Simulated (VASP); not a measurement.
# Ca8F15 (a cell with a defect) in VASP: notebook, part 2 of 2

VASP 6.6.1. Earlier steps stand in the parts before.

### 3 Single point, PBE, collinear spin

File INCAR:

```
ALGO = Normal ; EDIFF = 1E-6
ENCUT = 520 ; GGA = PE
GGA_COMPAT = False ; ISIF = 2
ISMEAR = 0 ; ISPIN = 2
KPAR = 2 ; LASPH = True
LCHARG = True ; LORBIT = 11
LREAL = False ; LVHAR = True
LWAVE = False ; MAGMOM = 0 0 0 0 0 0 0 0 0.08 0.08 0.08 0.08 0 0 0.08 0.08 0.08 0.08 0.05 0.08 0.08 0.08 0.08
NBANDS = 114 ; NCORE = 2
NELECT = 183.0 ; NELM = 200
PREC = Accurate ; SIGMA = 0.02
```

File KPOINTS:

```
k-points
0
Gamma
  2 2 2
```

File POSCAR:

```
Ca8F15
1.0
    0.0000000000      5.4632090000      5.4632090000
    5.4632090000      0.0000000000      5.4632090000
    5.4632090000      5.4632090000      0.0000000000
Ca F
8 15
Direct
   -0.0015639160      0.0083632166     -0.0045456800
    0.0108716324     -0.0111159943      0.4989788968
   -0.0000597634      0.4993051703     -0.0015149521
   -0.0000576584      0.4993030653      0.4999768451
    0.5010457224     -0.0007425123      0.0227824892
    0.5010599997     -0.0007437936      0.4745986288
    0.5091755596      0.4932180885     -0.0023390099
    0.4897132802      0.5077556066      0.5001225470
    0.1294636541      0.1185052595      0.1227470888
    0.3857960587      0.3661424082      0.3792709560
    0.1294239338      0.1185398545      0.6270146355
    0.3858292809      0.3660969222      0.8665300925
    0.1374152993      0.6378166202      0.1112352648
    0.3714690395      0.8681597208      0.3790325430
    0.1229306805      0.6212649013      0.6267492238
    0.4597991766      0.9843546165      0.7768954107
    0.6336868130      0.1293004716      0.1173472404
    0.8578681504      0.3586199979      0.3906085233
    0.8783053147      0.3766708358      0.8713582988
    0.6179645516      0.6302256604      0.1195675472
    0.8662708126      0.8853277442      0.3818611918
    0.6179973162      0.6301892349      0.6299743429
    0.8662275231      0.8853633460      0.8642761059
```

Potentials or basis: VASP PAW PBE potentials, release 64 (Ca_sv, F).

Run with:

```bash
cat potpaw_PBE.64/Ca_sv/POTCAR potpaw_PBE.64/F/POTCAR > POTCAR
mpirun -np 4 vasp_std > vasp.out
```

OUTCAR:

```text
EDIFF = 1E-6
   ENCUT = 520
   GGA = PE
   ISIF = 2
   ISMEAR = 0
   ISPIN = 2
   LASPH = True
   LORBIT = 11
   LREAL = False
   NELECT = 183.0
   NELM = 200
   PREC = Accurate

 ion  position               nearest neighbor table
   1  0.998  0.008  0.995-  17 2.30  19 2.32  11 2.33   9 2.33  13 2.34  23 2.44  21 2.44
   2  0.011  0.989  0.499-  14 2.27  21 2.31  23 2.31  15 2.32  18 2.34   9 2.37  11 2.37
   3  1.000  0.499  0.998-  19 2.34  15 2.35   9 2.40  20 2.41  12 2.43  23 2.44  13 2.45  18 2.48

   4  1.000  0.499  0.500-  19 2.34  15 2.35  11 2.40  22 2.41  10 2.43  21 2.44  13 2.45  18 2.48

   5  0.501  0.999  0.023-  16 2.14  14 2.25  17 2.26  23 2.32  12 2.33  20 2.34   9 2.35
   6  0.501  0.999  0.475-  16 2.14  14 2.25  17 2.26  21 2.32  10 2.33  22 2.34  11 2.35
   7  0.509  0.493  0.998-  17 2.30  22 2.32  20 2.32  19 2.33  13 2.35  12 2.41  10 2.41
   8  0.490  0.508  0.500-  14 2.27  15 2.31  10 2.32  12 2.32  18 2.33  20 2.40  22 2.40
   9  0.129  0.119  0.123-   1 2.33   5 2.35   2 2.37   3 2.40
  10  0.386  0.366  0.379-   8 2.32   6 2.33   7 2.41   4 2.43
  11  0.129  0.119  0.627-   1 2.33   6 2.35   2 2.37   4 2.40
  12  0.386  0.366  0.867-   8 2.32   5 2.33   7 2.41   3 2.43
  13  0.137  0.638  0.111-   1 2.34   7 2.35   3 2.45   4 2.45
  14  0.371  0.868  0.379-   5 2.25   6 2.25   8 2.27   2 2.27
  15  0.123  0.621  0.627-   8 2.31   2 2.32   4 2.35   3 2.35
  16  0.460  0.984  0.777-   5 2.14   6 2.14
  17  0.634  0.129  0.117-   5 2.26   6 2.26   7 2.30   1 2.30
  18  0.858  0.359  0.391-   8 2.33   2 2.34   3 2.48   4 2.48
  19  0.878  0.377  0.871-   1 2.32   7 2.33   4 2.34   3 2.34
  20  0.618  0.630  0.120-   7 2.32   5 2.34   8 2.40   3 2.41
  21  0.866  0.885  0.382-   2 2.31   6 2.32   4 2.44   1 2.44
  22  0.618  0.630  0.630-   7 2.32   6 2.34   8 2.40   4 2.41
  23  0.866  0.885  0.864-   2 2.31   5 2.32   3 2.44   1 2.44

  LATTYP: Found a face centered cubic cell.
 ALAT       =    10.9264180000

  Lattice vectors:

 A1 = (   0.0000000000,   5.4632090000,   5.4632090000)
 A2 = (   5.4632090000,   0.0000000000,   5.4632090000)
 A3 = (   5.4632090000,   5.4632090000,   0.0000000000)

Analysis of symmetry for initial positions (statically):
=====================================================================
 Subroutine PRICEL returns:
 Original cell was already a primitive cell.

 Routine SETGRP: Setting up the symmetry group for a
 face centered cubic supercell.

 Subroutine GETGRP returns: Found  1 space group operations
 (whereof  1 operations were pure point group operations)
 out of a pool of 48 trial point group operations.

The static configuration has the point symmetry C_1 .

Analysis of symmetry for dynamics (positions and initial velocities):
=====================================================================
 Subroutine PRICEL returns:
 Original cell was already a primitive cell.

 Routine SETGRP: Setting up the symmetry group for a
 face centered cubic supercell.

 Subroutine GETGRP returns: Found  1 space group operations
 (whereof  1 operations were pure point group operations)
 out of a pool of 48 trial point group operations.

The dynamic configuration has the point symmetry C_1 .

Analysis of structural, dynamic, and magnetic symmetry:
=====================================================================
 Subroutine PRICEL returns:
 Original cell was already a primitive cell.

 Routine SETGRP: Setting up the symmetry group for a
 face centered cubic supercell.

 Subroutine GETGRP returns: Found  1 space group operations
 (whereof  1 operations were pure point group operations)
 out of a pool of 48 trial point group operations.
[... 143 lines left out ...]
   IALGO  =     38    algorithm
   IMIX   =      4    mixing-type and parameters
     AMIX     =   0.40;   BMIX     =  1.00
     AMIX_MAG =   1.60;   BMIX_MAG =  1.00
  volume/ion in A,a.u.               =      14.18        95.68
  Fermi-wavevector in a.u.,A,eV,Ry     =   1.350312  2.551719 24.808072  1.823342
  Thomas-Fermi vector in A             =   2.477827
   LORBIT       =     11    0 simple, 1 ext, 2 COOP (PROOUT), +10 PAW based schemes
   GGA     = PE    functional components
   LHFCALC =     F    Hartree Fock is set to
   AEXX    =    0.0000 exact exchange contribution
   IVDW    =     0    specifies the selected vdW correction
   LEPSILON=     F    determine dielectric tensor
   LRPA    =     F    only Hartree local field effects (RPA)
 spin polarized calculation
 Gauss-broadening in eV      SIGMA  =   0.02
  energy-cutoff  :      520.00
  volume of cell :      326.12
 maximum number of plane-waves:      8801
 NGX is ok and might be reduce to    60
   NGX = 29   NGY = 29   NGZ = 29

 number of electron     183.0000006 magnetization       1.0005855

 Free energy of the ion-electron system (eV)
  ---------------------------------------------------
  ext. energy  EPLUGINS =         0.00000000
  ---------------------------------------------------
  free energy    TOTEN  =      -133.58349651 eV

  energy without entropy =     -133.57885613  energy(sigma->0) =     -133.58117632

 E-fermi :  -1.4040     XC(G=0):  -9.3216

 val. band max:       -1.4052786923   @ k =   0.5000   0.5000   0.0000
 cond. band min:      -1.3967848320   @ k =   0.0000   0.0000   0.0000
 fundamental gap:      0.0084938603
 Fermi energy:        -1.4039910672

 spin component 1

 k-point     1 :       0.0000    0.0000    0.0000
  band No.  band energies     occupation
      1     -37.1575      1.00000
      2     -37.1436      1.00000
      3     -37.1113      1.00000
      4     -37.0840      1.00000
      5     -37.0733      1.00000
      6     -37.0444      1.00000
[... 837 lines left out ...]
    102       8.1033      0.00000
    103       8.1988      0.00000
 Fermi energy:        -1.4039910672

 spin component 2

 k-point     1 :       0.0000    0.0000    0.0000
  band No.  band energies     occupation
      1     -37.1588      1.00000
      2     -37.1449      1.00000
      3     -37.1126      1.00000
      4     -37.0851      1.00000
      5     -37.0745      1.00000
      6     -37.0454      1.00000
[... 837 lines left out ...]
    102       8.1195      0.00000
    103       8.2059      0.00000
 [bands above 103 left out]

------------------------ aborting loop because EDIFF is reached ----------------------------------------

  FORCE on cell =-STRESS in cart. coord.  units (eV):
  Direction    XX          YY          ZZ          XY          YZ          ZX
  --------------------------------------------------------------------------------------
  -------------------------------------------------------------------------------------
  Total       -3.6560646     -3.6554203     -8.0570692      1.6908054     -0.0543167      0.0603852
  in kB      -17.9618472    -17.9586821    -39.5835039      8.3067428     -0.2668522      0.2966657
  external PRESSURE =     -25.1680110 kB  Pullay stress =       0.0000000 kB

 VOLUME and BASIS-vectors are now :
 -----------------------------------------------------------------------------
  energy-cutoff  :      520.00
  volume of cell :      326.12
      direct lattice vectors                 reciprocal lattice vectors
     0.000000000  5.463209000  5.463209000    -0.091521302  0.091521302  0.091521302
     5.463209000  0.000000000  5.463209000     0.091521302 -0.091521302  0.091521302
     5.463209000  5.463209000  0.000000000     0.091521302  0.091521302 -0.091521302

 POSITION                                       TOTAL-FORCE (eV/Angst)
 -----------------------------------------------------------------------------------
      5.48407     10.89304      5.50036        -0.025961      0.026926      0.026629
      8.12851      2.78542      5.46187         0.007503     -0.007410      0.016425
      8.18274     10.91782      8.19069         0.018015      0.014397      0.012542
      5.45928      8.19437      8.19069        -0.013791     -0.018731      0.012553
      5.58362      2.86178      8.19647         0.008750      0.006841      0.022330
      8.05198      5.33023      8.19654         0.002368      0.000488      0.020274
[... 15 lines left out ...]
      6.88454      6.81793      6.81910        -0.029719     -0.001461      0.014949
      9.55865      9.45410      9.56931        -0.002076     -0.007758      0.015731
 -----------------------------------------------------------------------------------
    total drift:                                0.000304      0.000093      0.000835

  FREE ENERGIE OF THE ION-ELECTRON SYSTEM (eV)
  ---------------------------------------------------
  free  energy   TOTEN  =      -133.5834965084 eV

  energy  without entropy=     -133.5788561331  energy(sigma->0) =     -133.58117632

 total charge

# of ion       s       p       d       tot
------------------------------------------
    1        2.017   5.862   0.196   8.074
    2        2.020   5.866   0.211   8.097
    3        2.014   5.857   0.178   8.049
    4        2.014   5.858   0.178   8.049
    5        2.026   5.879   0.248   8.152
    6        2.025   5.879   0.247   8.152
[... 15 lines left out ...]
   22        1.736   4.348   0.000   6.083
   23        1.735   4.350   0.000   6.085
--------------------------------------------------
tot         42.181 112.305   1.663 156.148

 magnetization (x)

# of ion       s       p       d       tot
------------------------------------------
    1       -0.000  -0.000  -0.001  -0.002
    2       -0.000   0.000  -0.001  -0.001
    3       -0.000  -0.000  -0.001  -0.002
    4       -0.000  -0.000  -0.001  -0.002
    5       -0.000   0.000  -0.002  -0.002
    6       -0.000   0.000  -0.002  -0.002
[... 15 lines left out ...]
   22        0.001   0.085   0.000   0.085
   23        0.000   0.074   0.000   0.075
--------------------------------------------------
tot          0.003   0.910  -0.010   0.903
```

Run time: 8.6 min. Hardware: 4 MPI ranks of Intel Xeon Platinum 8488C (Sapphire Rapids), shared host; peak memory 0.53 GiB.

Results:

- Free energy: -133.5835 eV
- Largest force: 0.338 eV/Å
- Net moment: 1.00 μB per cell
- Site moments: Ca -0.00; F +0.09, +0.07, +0.02, +0.01, +0.04, +0.11 (each value once) μB
- Valence electrons inside the program's atomic spheres: Ca 8.07, 8.10, 8.05, 8.15, 8.08, 8.09 (each value once); F 6.08, 6.09, 6.13, 6.11, 6.07 (each value once)

Forces on the atoms (eV/Å):
```
Ca  -0.026  0.027  0.027
Ca   0.008 -0.007  0.016
Ca   0.018  0.014  0.013
Ca  -0.014 -0.019  0.013
Ca   0.009  0.007  0.022
Ca   0.002  0.000  0.020
Ca   0.026 -0.027  0.027
Ca  -0.002  0.003  0.026
F    0.029 -0.005  0.018
F    0.002  0.017  0.012
F    0.003 -0.028  0.019
F   -0.016 -0.005  0.013
F   -0.002  0.002 -0.020
F    0.006 -0.004  0.008
F    0.003 -0.002  0.010
F   -0.027  0.005 -0.337
F    0.003  0.000  0.040
F   -0.002  0.001  0.001
F    0.003 -0.002  0.013
F   -0.001  0.032  0.014
F    0.008 -0.001  0.015
F   -0.030 -0.001  0.015
F   -0.002 -0.008  0.016
```

Levels at points of the mesh, in eV from the Fermi level:
Spin up:
```
           k point  band 88  band 89  band 90  band 91  band 92  band 93  band 94  band 95  band 96  band 97
(0.00, 0.00, 0.00)    -0.24    -0.21    -0.11    -0.11    -0.11     7.04     8.40     8.46     8.47     8.77
(0.50, 0.00, 0.00)    -0.34    -0.32    -0.30    -0.29    -0.22     7.91     8.43     8.54     8.58     8.73
(0.00, 0.50, 0.00)    -0.33    -0.31    -0.30    -0.28    -0.22     7.91     8.43     8.54     8.57     8.74
(0.00, 0.00, 0.50)    -0.35    -0.32    -0.31    -0.24    -0.22     7.87     8.32     8.54     8.63     8.77
(0.50, 0.50, 0.50)    -0.35    -0.32    -0.31    -0.24    -0.22     7.87     8.32     8.54     8.63     8.77
(0.50, 0.50, 0.00)    -0.17    -0.16    -0.14    -0.13    -0.13     8.00     8.46     8.56     8.64     8.71
(0.00, 0.50, 0.50)    -0.21    -0.19    -0.17    -0.13    -0.13     7.99     8.53     8.57     8.65     8.75
(0.50, 0.00, 0.50)    -0.21    -0.19    -0.17    -0.13    -0.13     7.99     8.53     8.57     8.65     8.75
```
Spin down:
| k point | band 89 | band 90 | band 91 | band 92 | band 93 | band 94 |
| --- | --- | --- | --- | --- | --- | --- |
| (0.00, 0.00, 0.00) | -0.07 | -0.03 | 0.01 | 0.08 | 7.05 | 8.42 |
| (0.50, 0.00, 0.00) | -0.22 | -0.18 | -0.14 | -0.07 | 7.93 | 8.44 |
| (0.00, 0.50, 0.00) | -0.21 | -0.17 | -0.14 | -0.08 | 7.93 | 8.45 |
| (0.00, 0.00, 0.50) | -0.20 | -0.15 | -0.12 | -0.11 | 7.89 | 8.34 |
| (0.50, 0.50, 0.50) | -0.20 | -0.15 | -0.12 | -0.11 | 7.89 | 8.34 |
| (0.50, 0.50, 0.00) | -0.06 | 0.00 | 0.01 | 0.04 | 8.02 | 8.47 |
| (0.00, 0.50, 0.50) | -0.04 | -0.01 | 0.01 | 0.02 | 8.00 | 8.54 |
| (0.50, 0.00, 0.50) | -0.04 | -0.01 | 0.01 | 0.02 | 8.00 | 8.54 |

Caveat: the k points lie up to 0.50 Å⁻¹ apart; the cell carries a net charge on a neutralising background, which shifts energy and pressure; the cell is charged against a uniform background, so pressure and absolute levels hang on convention.
